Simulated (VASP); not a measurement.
# GaP2: single point with PBE

GaP2:

```
Ga P
1.0
     2.55641    0.00000    0.00000
     0.00000    2.55641    0.00000
     0.00000    0.00000    7.76191
Ga P
1 2
Direct
  0.00000 0.00000 0.50000
  0.00000 0.00000 0.85289
  0.00000 0.00000 0.14711
```

| Item | Value |
| --- | --- |
| Program | VASP 6.6.1 |
| Task | single point |
| Functional | PBE |
| Potentials or basis | VASP PAW PBE potentials, release 64 (Ga_d, P) |
| Cutoff | 520 eV |
| k mesh | 18 × 18 × 6 |
| Occupations | gaussian, width 0.1 eV |
| Spin | no spin polarisation |
| Dipole correction | no |
| Further INCAR settings | ALGO = Normal; EDIFF = 1e-06; NBANDS = 18 |

```json
{
  "Pressure": "-0.1 GPa",
  "Largest force": "0.031 eV/Å"
}
```

Forces in eV/Å, atoms in the order of the input:
```
Ga   0.000  0.000  0.000
P    0.000  0.000  0.031
P    0.000  0.000 -0.031
```

Stress tensor (GPa, compression positive):
```
 0.00  0.00  0.00
 0.00  0.00  0.00
 0.00  0.00 -0.18
```

Levels at points of the mesh, in eV from the Fermi level:
```
           k point  band 9  band 10  band 11  band 12  band 13  band 14  band 15  band 16
(0.00, 0.00, 0.00)   -4.62    -2.86     4.25     4.25     5.95     6.24     6.24     7.01
(0.50, 0.00, 0.00)   -5.39    -5.26    -3.26    -1.02     0.86     4.08     5.64     6.50
(0.50, 0.50, 0.00)   -4.44    -2.50    -2.50    -1.44     0.75     0.75     1.88     4.03
(0.00, 0.00, 0.50)   -6.90     1.27     1.36     4.27     4.27     6.18     6.18     7.02
(0.50, 0.00, 0.50)   -5.59    -3.83    -3.82    -2.71     2.40     4.53     5.02     6.51
(0.50, 0.50, 0.50)   -4.50    -2.66    -2.66    -0.96     1.14     1.14     1.94     1.99
```

Run time: 55 s on 1 thread of Intel(R) Xeon(R) 6975P-C (Granite Rapids), on a shared host, peak memory 0.3 GiB.
